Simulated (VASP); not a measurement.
Runs of VASP 6.6.1 on NaI. The structure is that of space group F-43m (No. 216), or close to it. The cells are those of the table. 

```tsv
task	level	cell	cutoff (eV)	gap on the mesh (eV)	pressure (GPa)	relaxed volume (Å³/atom)
single point	PBEsol	a = 4.991 Å, angles 60.0°, 2 atoms	520	3.74	0.0	-
single point	r2SCAN+rVV10	a = 4.966 Å, angles 60.0°, 2 atoms	520	4.36	0.0	-
relaxation of cell and atoms	PBEsol	relaxed from a = 4.726 Å, angles 60.0°, 2 atoms	600	3.74	0.0	(a)
relaxation of cell and atoms	r2SCAN+rVV10	relaxed from a = 4.991 Å, angles 60.0°, 2 atoms	600	4.36	0.0	43.05
```

Alike in all rows: potentials or basis VASP PAW PBE potentials, release 64 (Na_pv, I); no spin polarisation; k mesh 6 × 6 × 6; smearing fermi-dirac 0.03 eV.

Task: Fill in the values left out.

Result: (a) 44.04.

Caveats: the structure was generated, so it needn't be the stable form of NaI; the PAW data sets were made with another functional, which shifts forces and pressure a little; spin-orbit coupling is left out, which moves the levels of the heavy elements; the volume moved by over 15 % at a fixed basis, so the end points are rough (at least some runs).

A k mesh can miss the band edges, and the runs leave out spin-orbit coupling on I.
